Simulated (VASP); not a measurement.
Ca3Sn2N:

```
CELL_PARAMETERS angstrom
6.55351 0.00000 0.00000
-3.27675 5.67550 0.00000
0.00000 0.00000 3.59756
ATOMIC_POSITIONS crystal
Ca 0.50000 0.00000 0.50000
Ca 0.50000 0.50000 0.50000
Ca 0.00000 0.50000 0.50000
Sn 0.33333 0.66667 0.00000
Sn 0.66667 0.33333 0.00000
N 0.00000 0.00000 0.00000
```

| Item | Value |
| --- | --- |
| Program | VASP 6.6.1 |
| Task | relaxation of cell and atoms |
| Functional | PBE |
| Potentials or basis | VASP PAW PBE potentials, release 64 (Ca_sv, Sn_d, N) |
| Cutoff | 600 eV |
| k mesh | 3 × 3 × 6 |
| Occupations | gaussian, width 0.1 eV |
| Spin | no spin polarisation |

At the start: pressure 35.3 GPa; volume 22.30 Å³/atom.

Problem. Where does the relaxation end?

Solution. Over 13 steps the energy falls by 1204.2 meV/atom and the volume is 33.51 Å³/atom (+50.3 %); space group P6/mmm (No. 191, to 0.05 Å).

Step by step:
| step | energy change (eV) | largest force (eV/Å) | pressure (GPa) | volume (Å³) |
| --- | --- | --- | --- | --- |
| 1 | 0.0000 | 0.0000 | 35.28 | 133.81 |
| 2 | -6.7089 | 0.0000 | -3.06 | 251.89 |
| 3 | -7.0445 | 0.0000 | 0.41 | 215.61 |
| 4 | -7.0544 | 0.0000 | -0.37 | 221.61 |
| 5 | -7.0547 | 0.0000 | -0.12 | 219.57 |
| 6 | -7.0879 | 0.0000 | -0.19 | 217.91 |
| 7 | -7.1796 | 0.0000 | -0.40 | 212.64 |
| 8 | -7.1772 | 0.0000 | -0.90 | 200.97 |
| 9 | -7.2120 | 0.0000 | -0.74 | 206.41 |
| 10 | -7.2110 | 0.0000 | -0.63 | 208.42 |
| 11 | -7.2126 | 0.0000 | -0.67 | 207.62 |
| 12 | -7.2200 | 0.0000 | 0.48 | 196.98 |
| 13 | -7.2251 | 0.0000 | 0.01 | 201.06 |

Final structure:
```cif
data_structure
_symmetry_space_group_name_H-M 'P 1'
_symmetry_Int_Tables_number 1
_cell_length_a 6.9260
_cell_length_b 6.9260
_cell_length_c 4.8398
_cell_angle_alpha 90.000
_cell_angle_beta 90.000
_cell_angle_gamma 120.000
_cell_volume 201.06
loop_
_atom_site_label
_atom_site_type_symbol
_atom_site_fract_x
_atom_site_fract_y
_atom_site_fract_z
_atom_site_occupancy
Ca1 Ca 0.50000 0.00000 0.50000 1
Ca2 Ca 0.50000 0.50000 0.50000 1
Ca3 Ca 0.00000 0.50000 0.50000 1
Sn1 Sn 0.33333 0.66667 0.00000 1
Sn2 Sn 0.66667 0.33333 0.00000 1
N1 N 0.00000 0.00000 0.00000 1
```

Caveat: the k points lie up to 0.35 Å⁻¹ apart in the final cell; the volume moved by over 15 % at a fixed basis, so the end points are rough.
